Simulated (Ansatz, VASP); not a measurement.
# Ta: VASP beside Ansatz

```xyz
2
Lattice="-2.6452 2.6452 1.4061 2.6452 -2.6452 1.4061 2.6452 2.6452 -1.4061" Properties=species:S:1:pos:R:3 pbc="T T T"
Ta    0.0000    0.0000    0.0000
Ta    0.0000    2.6452    0.7030
```

Alike in both runs: functional PBE; k mesh 22 × 22 × 22; occupations gaussian, width 0.1 eV; no spin polarisation.

Ansatz relaxed the structure, and its values are those at the end. VASP's run is a single point on that final structure, the one shown.

```csv
,VASP,Ansatz
version,VASP 6.6.1,Ansatz 0.2.0
potentials or method,"VASP PAW PBE potentials, release 64 (Ta_pv), cutoff 520 eV","scalar-relativistic, plane waves, PAW"
valence electrons in the cell,22,26
```

Ansatz gave:

```
gap on the k mesh at the Fermi level (eV) : none
pressure (GPa)                            : 0.0
```

Estimate VASP's values.

gap on the k mesh at the Fermi level (eV): none; pressure (GPa): 0.1.

A gap of «none» marks a metal or a gap that the smearing closes. VASP's potentials hold 22 valence electrons a cell and Ansatz's 26, so a difference there can come from the potentials and not from the codes.

Spin-orbit coupling is off throughout.
